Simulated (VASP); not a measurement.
A run of VASP 6.6.1 is set up as follows.

INCAR

```
SYSTEM = C
ALGO = Normal
EDIFF = 1E-7
ENCUT = 520
GGA = PE
ISIF = 2
ISMEAR = 0
LASPH = .TRUE.
LCHARG = .TRUE.
LELF = .TRUE.
LREAL = .FALSE.
LVHAR = .TRUE.
LWAVE = .FALSE.
NBANDS = 16
NELM = 100
PREC = Accurate
SIGMA = 0.15
```

The input KPOINTS:

```
k-points
0
G
  18 18 6
  0 0 0
```

Contents of POSCAR:

```
C
1.0
    1.2332770792     -2.1360444277      0.0000000000
    1.2332770792      2.1360444277      0.0000000000
    0.0000000000      0.0000000000      8.7070252276
C
4
Direct
    0.1233132390      0.8766867610      0.7012645739
    0.5433523553      0.4566476447      0.2987352133
    0.8766867610      0.1233132390      0.2987354261
    0.4566476447      0.5433523553      0.7012647867
```

Potentials or basis: VASP PAW PBE potentials, release 64 (C).

Launch:

```bash
$ cat potpaw_PBE.64/C/POTCAR > POTCAR
$ mpirun -np 1 vasp_std > vasp.out
```

(1) What does it give for the largest force?

(2) Predict the pressure.

## Answers

(1) 0.040 eV/Å.

(2) 0.5 GPa.

Caveat: the cell differs from its parent crystal (atoms displaced along a vibrational mode); this functional lacks dispersion, which binds the layers, so the pressure and a relaxed spacing across them are unreliable.
